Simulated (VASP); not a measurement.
# ZrB2 (I4/mmm) in VASP: a series of runs

The runs below take ZrB2 through single point, with PBE.

Program: VASP 6.6.1. These are calculated values, not measurements. Logs are shortened: lines on timing, memory, paths and dates and some standing lists are left out, and cuts for length are marked.

### 1 The cell of the first run

Symmetry: I4/mmm, No. 139, tetragonal system. Conventional cell: a = 4.166 Å, b = 4.166 Å, c = 7.531 Å, α = 90.00°, β = 90.00°, γ = 90.00°. Zr (site symmetry 4mm) has 12 B at 2.64 to 2.67 Å and 5 Zr at 2.88 to 3.08 Å within 3.5 Å. B (site symmetry m2m) has 3 B at 1.67 to 1.76 Å within 2.2 Å.

The cell was generated, and may not be a known phase.

### 2 Single point, PBE

INCAR

```
SYSTEM = ZrB2
ALGO = Normal
EDIFF = 1E-7
ENCUT = 520
GGA = PE
ISIF = 2
ISMEAR = 0
LASPH = .TRUE.
LCHARG = .FALSE.
LREAL = .FALSE.
LWAVE = .FALSE.
NBANDS = 27
NELM = 100
PREC = Accurate
SIGMA = 0.1
```

KPOINTS

```
k-points
0
G
  6 6 6
  0 0 0
```

POSCAR

```
ZrB2
1.0
   -2.0830835166      2.0830835166      3.7653344090
    2.0830835166     -2.0830835166      3.7653344090
    2.0830835166      2.0830835166     -3.7653344090
Zr B
2 4
Direct
    0.1913496829      0.1913496829      0.0000000000
    0.8086503171      0.8086503171      0.0000000000
    0.5000000000      0.2009638295      0.7009638295
    0.5000000000      0.7990361705      0.2990361705
    0.7990361705      0.5000000000      0.2990361705
    0.2009638295      0.5000000000      0.7009638295
```

Potentials or basis: VASP PAW PBE potentials, release 64 (Zr_sv, B).

Command:

```
> cat potpaw_PBE.64/Zr_sv/POTCAR potpaw_PBE.64/B/POTCAR > POTCAR
> mpirun -np 1 vasp_std > vasp.out
```

OUTCAR:

```text
SYSTEM = ZrB2
   EDIFF = 1E-7
   ENCUT = 520
   GGA = PE
   ISIF = 2
   ISMEAR = 0
   LASPH = .TRUE.
   LREAL = .FALSE.
   NELM = 100
   PREC = Accurate

 ion  position               nearest neighbor table
   1  0.191  0.191  0.000-   5 2.64   4 2.64   3 2.64   6 2.64   5 2.67   4 2.67   5 2.67   6 2.67
                             6 2.67   3 2.67   3 2.67   4 2.67   2 2.88   2 3.08   2 3.08   2 3.08
   2  0.809  0.809  0.000-   4 2.64   5 2.64   3 2.64   6 2.64   3 2.67   6 2.67   5 2.67   6 2.67
                             4 2.67   5 2.67   3 2.67   4 2.67   1 2.88   1 3.08   1 3.08   1 3.08
   3  0.500  0.201  0.701-   4 1.67   5 1.76   6 1.76   2 2.64   1 2.64   2 2.67   2 2.67   1 2.67
                             1 2.67
   4  0.500  0.799  0.299-   3 1.67   5 1.76   6 1.76   2 2.64   1 2.64   1 2.67   1 2.67   2 2.67
                             2 2.67
   5  0.799  0.500  0.299-   6 1.67   4 1.76   3 1.76   2 2.64   1 2.64   1 2.67   1 2.67   2 2.67
                             2 2.67
   6  0.201  0.500  0.701-   5 1.67   3 1.76   4 1.76   2 2.64   1 2.64   2 2.67   2 2.67   1 2.67
                             1 2.67

  LATTYP: Found a body centered tetragonal cell.
 ALAT       =     4.1661670332
 C/A-ratio  =     1.8075772666

  Lattice vectors:

 A1 = (  -2.0830835166,   2.0830835166,   3.7653344090)
 A2 = (   2.0830835166,  -2.0830835166,   3.7653344090)
 A3 = (   2.0830835166,   2.0830835166,  -3.7653344090)

Analysis of symmetry for initial positions (statically):
=====================================================================
 Subroutine PRICEL returns:
 Original cell was already a primitive cell.

 Routine SETGRP: Setting up the symmetry group for a
 body centered tetragonal supercell.

 Subroutine GETGRP returns: Found 16 space group operations
 (whereof 16 operations were pure point group operations)
 out of a pool of 16 trial point group operations.

The static configuration has the point symmetry D_4h.

Analysis of symmetry for dynamics (positions and initial velocities):
=====================================================================
 Subroutine PRICEL returns:
 Original cell was already a primitive cell.

 Routine SETGRP: Setting up the symmetry group for a
 body centered tetragonal supercell.

 Subroutine GETGRP returns: Found 16 space group operations
 (whereof 16 operations were pure point group operations)
 out of a pool of 16 trial point group operations.

The dynamic configuration has the point symmetry D_4h.

 Subroutine INISYM returns: Found 16 space group operations
 (whereof 16 operations are pure point group operations),
 and found     1 'primitive' translations

----------------------------------------------------------------------------------------

                                     Primitive cell

  volume of cell :      65.3547

  direct lattice vectors                    reciprocal lattice vectors
    -2.083083517  2.083083517  3.765334409     0.000000000  0.240028782  0.132790330
     2.083083517 -2.083083517  3.765334409     0.240028782  0.000000000  0.132790330
     2.083083517  2.083083517 -3.765334409     0.240028782  0.240028782  0.000000000

  length of vectors
     4.780817617  4.780817617  4.780817617     0.274312027  0.274312027  0.339451959

  position of ions in fractional coordinates (direct lattice)
     0.191349683  0.191349683  0.000000000
     0.808650317  0.808650317  0.000000000
     0.500000000  0.200963829  0.700963829
     0.500000000  0.799036171  0.299036171
     0.799036171  0.500000000  0.299036171
     0.200963829  0.500000000  0.700963829

  ion indices of the primitive-cell ions
   primitive index   ion index
                 1           1
                 2           2
                 3           3
                 4           4
                 5           5
                 6           6

----------------------------------------------------------------------------------------

 KPOINTS: k-points

Automatic generation of k-mesh.
 Grid dimensions read from file:
 generate k-points for:    6    6    6

 Generating k-lattice:

  Cartesian coordinates                     Fractional coordinates (reciprocal lattice)
     0.000000000  0.040004797  0.022131722     0.166666667  0.000000000 -0.000000000
     0.040004797  0.000000000  0.022131722     0.000000000  0.166666667 -0.000000000
     0.040004797  0.040004797  0.000000000     0.000000000  0.000000000  0.166666667

  Length of vectors
     0.045718671  0.045718671  0.056575327

  Shift w.r.t. Gamma in fractional coordinates (k-lattice)
     0.000000000  0.000000000  0.000000000

 Subroutine IBZKPT returns following result:
 ===========================================

 Found     30 irreducible k-points:

 Following reciprocal coordinates:
            Coordinates               Weight
  0.000000  0.000000  0.000000      1.000000
  0.166667 -0.000000  0.000000      8.000000
  0.333333 -0.000000  0.000000      8.000000
  0.500000  0.000000  0.000000      4.000000
  0.166667  0.166667  0.000000      8.000000
  0.333333  0.166667  0.000000     16.000000
[... 16 lines left out ...]
 -0.333333 -0.333333  0.166667      8.000000
 -0.166667 -0.333333  0.166667      8.000000
 [... further k-points ...]
   k-points           NKPTS =     30   k-points in BZ     NKDIM =     30   number of bands    NBANDS=     27
   number of dos      NEDOS =    301   number of ions     NIONS =      6
   total plane-waves  NPLWV =  46656
   dimension x,y,z NGX =    36 NGY =   36 NGZ =   36
   dimension x,y,z NGXF=    72 NGYF=   72 NGZF=   72
   ions per type =               2   4
   NGX,Y,Z   is equivalent  to a cutoff of  12.52, 12.52, 12.52 a.u.
   NGXF,Y,Z  is equivalent  to a cutoff of  25.04, 25.04, 25.04 a.u.
 SYSTEM =  ZrB2
   PREC   = accura    normal or accurate (medium, high low for compatibility)
   ISTART =      0    job   : 0-new  1-cont  2-samecut
   ICHARG =      2    charge: 1-file 2-atom 10-const
   ISPIN  =      1    spin polarized calculation?
   LNONCOLLINEAR =      F non collinear calculations
   LSORBIT =      F    spin-orbit coupling
   LASPH  =      T    aspherical Exc in radial PAW
   ENCUT  =  520.0 eV  38.22 Ry    6.18 a.u.   8.89  8.89  8.89*2*pi/ulx,y,z
   NELM   =    100;   NELMIN=  2; NELMDL= -5     # of ELM steps
   EDIFF  = 0.1E-06   stopping-criterion for ELM
   LREAL  =      F    real-space projection
   EDIFFG = 0.1E-05   stopping-criterion for IOM
   NSW    =      0    number of steps for IOM
   IBRION =     -1    ionic relax: 0-MD 1-quasi-New 2-CG
   NFREE  =      0    steps in history (QN), initial steepest desc. (CG)
   ISIF   =      2    stress and relaxation
   ISYM   =      2    0-nonsym 1-usesym 2-fastsym
   POTIM  = 0.5000    time-step for ionic-motion
   TEBEG  =    0.0;   TEEND  =   0.0 temperature during run
   PSTRESS=    0.0 pullay stress
   NELECT =      36.0000    total number of electrons
   NUPDOWN=      -1.0000    fix difference up-down
   EMIN   =  10.00;   EMAX   =-10.00  energy-range for DOS
   EFERMI =   0.00;   METHOD = LEGACY
   ISMEAR =     0;   SIGMA  =   0.10  broadening in eV -4-tet -1-fermi 0-gaus
   EFERMI_NEDOS =   21; number of points for ismear=-14 and -15
   IALGO  =     38    algorithm
   IMIX   =      4    mixing-type and parameters
     AMIX     =   0.40;   BMIX     =  1.00
     AMIX_MAG =   1.60;   BMIX_MAG =  1.00
  volume/ion in A,a.u.               =      10.89        73.51
  Fermi-wavevector in a.u.,A,eV,Ry     =   1.341992  2.535998 24.503322  1.800943
  Thomas-Fermi vector in A             =   2.470182
   LORBIT       =      0    0 simple, 1 ext, 2 COOP (PROOUT), +10 PAW based schemes
   GGA     = PE    functional components
   LHFCALC =     F    Hartree Fock is set to
   AEXX    =    0.0000 exact exchange contribution
   IVDW    =     0    specifies the selected vdW correction
   LEPSILON=     F    determine dielectric tensor
   LRPA    =     F    only Hartree local field effects (RPA)
 non-spin polarized calculation
 Gauss-broadening in eV      SIGMA  =   0.10
  energy-cutoff  :      520.00
  volume of cell :       65.35
 maximum number of plane-waves:      1774
   NGX = 17   NGY = 17   NGZ = 17

 number of electron      36.0000000 magnetization

 Free energy of the ion-electron system (eV)
  ---------------------------------------------------
  ext. energy  EPLUGINS =         0.00000000
  ---------------------------------------------------
  free energy    TOTEN  =       -47.08452024 eV

  energy without entropy =      -47.08076367  energy(sigma->0) =      -47.08264195

 E-fermi :   9.7576     XC(G=0): -12.0895

 val. band max:        9.7355117138   @ k =   0.1667  -0.0000   0.0000
 cond. band min:       9.7847347441   @ k =   0.3333   0.3333   0.1667
 fundamental gap:      0.0492230303
 Fermi energy:         9.7576412434

 k-point     1 :       0.0000    0.0000    0.0000
  band No.  band energies     occupation
      1     -39.0869      2.00000
      2     -38.8494      2.00000
      3     -17.3825      2.00000
      4     -17.3563      2.00000
      5     -17.3563      2.00000
      6     -16.8548      2.00000
[... 19 lines left out ...]
     26      14.8296      0.00000
     27      14.8296      0.00000

 k-point     2 :       0.1667   -0.0000    0.0000
  band No.  band energies     occupation
      1     -39.0727      2.00000
      2     -38.8631      2.00000
      3     -17.4090      2.00000
      4     -17.3447      2.00000
      5     -17.3256      2.00000
      6     -16.8935      2.00000
[... 19 lines left out ...]
     26      14.6887      0.00000
     27      15.6293      0.00000

 k-point     3 :       0.3333   -0.0000    0.0000
  band No.  band energies     occupation
      1     -39.0363      2.00000
      2     -38.8985      2.00000
      3     -17.4612      2.00000
      4     -17.3078      2.00000
      5     -17.2422      2.00000
      6     -16.9854      2.00000
[... 594 lines left out ...]
      1     -39.0196      2.00000
      2     -38.9158      2.00000
      3     -17.4918      2.00000
      4     -17.4700      2.00000
      5     -17.2528      2.00000
      6     -16.9907      2.00000
[... 19 lines left out ...]
     26      15.2249      0.00000
     27      15.8550      0.00000

 k-point    24 :      -0.1667   -0.3333    0.1667
  band No.  band energies     occupation
      1     -39.0468      2.00000
      2     -38.8892      2.00000
      3     -17.4713      2.00000
      4     -17.3722      2.00000
      5     -17.3521      2.00000
      6     -16.8837      2.00000
[... 19 lines left out ...]
     26      15.0026      0.00000
     27      15.7989      0.00000

 [... further k-points ...]

------------------------ aborting loop because EDIFF is reached ----------------------------------------

  FORCE on cell =-STRESS in cart. coord.  units (eV):
  Direction    XX          YY          ZZ          XY          YZ          ZX
  --------------------------------------------------------------------------------------
  -------------------------------------------------------------------------------------
  Total        0.0055911      0.0055911      0.0938656      0.0000000      0.0000000      0.0000000
  in kB        0.1370661      0.1370661      2.3011250      0.0000000      0.0000000      0.0000000
  external PRESSURE =       0.8584191 kB  Pullay stress =       0.0000000 kB

 VOLUME and BASIS-vectors are now :
 -----------------------------------------------------------------------------
  energy-cutoff  :      520.00
  volume of cell :       65.35
      direct lattice vectors                 reciprocal lattice vectors
    -2.083083517  2.083083517  3.765334409     0.000000000  0.240028782  0.132790330
     2.083083517 -2.083083517  3.765334409     0.240028782  0.000000000  0.132790330
     2.083083517  2.083083517 -3.765334409     0.240028782  0.240028782  0.000000000

 POSITION                                       TOTAL-FORCE (eV/Angst)
 -----------------------------------------------------------------------------------
      0.00000      0.00000      1.44099        -0.000000     -0.000000      0.001039
      0.00000      0.00000      6.08968         0.000000      0.000000     -0.001039
      0.83725      2.08308      0.00000        -0.003923     -0.000000      0.000000
      1.24583     -0.00000      3.76533         0.003923      0.000000      0.000000
     -0.00000      1.24583      3.76533         0.000000      0.003923      0.000000
      2.08308      0.83725      0.00000        -0.000000     -0.003923      0.000000
 -----------------------------------------------------------------------------------
    total drift:                               -0.000000      0.000000     -0.000000

  FREE ENERGIE OF THE ION-ELECTRON SYSTEM (eV)
  ---------------------------------------------------
  free  energy   TOTEN  =       -47.0845202355 eV

  energy  without entropy=      -47.0807636659  energy(sigma->0) =      -47.08264195
```

Run time: 89 s. Hardware: 1 thread of Intel Xeon Platinum 8375C at 2.90GHz (Ice Lake), shared host; peak memory 0.22 GiB.

Results:

| Item | Value |
| --- | --- |
| Free energy | -47.0845 eV |
| Pressure | 0.1 GPa |
| Largest force | 0.004 eV/Å |
| Band gap on the k mesh | zero (bands 18 and 19 overlap by 1.13 eV) |

Forces in eV/Å, atoms in the order of the input:
```
Zr   0.000  0.000  0.001
Zr   0.000  0.000 -0.001
B   -0.004  0.000  0.000
B    0.004  0.000  0.000
B    0.000  0.004  0.000
B    0.000 -0.004  0.000
```

Stress tensor (GPa, compression positive):
```
0.01 0.00 0.00
0.00 0.01 0.00
0.00 0.00 0.23
```

### 3 Single point, PBE

This run uses another cell than the first one, of 11.83 Å³/atom.

INCAR

```
PREC = Accurate ; ENCUT = 520
EDIFF = 1E-6 ; ISMEAR = 0
SIGMA = 0.1 ; LREAL = F
LASPH = T ; NELM = 60
ALGO = Normal ; ISIF = 2
LWAVE = F ; LCHARG = F
GGA = PE ; NBANDS = 27
```

KPOINTS

```
Automatic mesh
0
Gamma
  6 6 6
```

POSCAR

```
ZrB2
1.0
   -2.2403243100      2.2403243100      3.5346044800
    2.2403243100     -2.2403243100      3.5346044800
    2.2403243100      2.2403243100     -3.5346044800
Zr B
2 4
Direct
    0.1908313700      0.1908313700      0.0000000000
    0.8091686300      0.8091686300      0.0000000000
    0.5000000000      0.1938120800      0.6938120800
    0.5000000000      0.8061879200      0.3061879200
    0.8061879200      0.5000000000      0.3061879200
    0.1938120800      0.5000000000      0.6938120800
```

Potentials or basis: VASP PAW PBE potentials, release 64 (Zr_sv, B).

Command:

```
> cat potpaw_PBE.64/Zr_sv/POTCAR potpaw_PBE.64/B/POTCAR > POTCAR
> mpirun -np 1 vasp_std > vasp.out
```

Run time: 74 s. Hardware: 1 thread of Intel Xeon Platinum 8375C at 2.90GHz (Ice Lake), shared host; peak memory 0.22 GiB.

It converged, with:

```
Free energy            : -45.8025 eV
Pressure               : -12.9 GPa
Largest force          : 1.184 eV/Å
Band gap on the k mesh : zero (bands 18 and 19 overlap by 0.64 eV)
```

Forces on the atoms (eV/Å):
```
Zr   0.000  0.000  1.184
Zr   0.000  0.000 -1.184
B    0.754  0.000  0.000
B   -0.754  0.000  0.000
B    0.000 -0.754  0.000
B    0.000  0.754  0.000
```

Stress tensor (GPa, compression positive):
```
-28.03   0.00   0.00
  0.00 -28.03   0.00
  0.00   0.00  17.28
```

Levels at points of the mesh, in eV from the Fermi level:
| k point | band 16 | band 17 | band 18 | band 19 | band 20 | band 21 |
| --- | --- | --- | --- | --- | --- | --- |
| (0.00, 0.00, 0.00) | -3.03 | -0.14 | 0.22 | 0.22 | 2.59 | 2.59 |
| (0.50, 0.00, 0.00) | -3.01 | -1.20 | -0.39 | 1.63 | 1.77 | 2.37 |
| (0.50, 0.50, 0.00) | -1.57 | -1.15 | -0.58 | 0.19 | 0.64 | 1.35 |
| (0.50, 0.50, 0.50) | -0.89 | -0.89 | -0.49 | -0.06 | -0.06 | 1.20 |

Caveat: the stress differs along the axes, from -28 to 17 GPa; forces of over 1 eV/Å act on the atoms, so gaps and moduli don't describe the material at rest.

The gap in the log of VASP goes by the Fermi energy; the results here count the filled bands.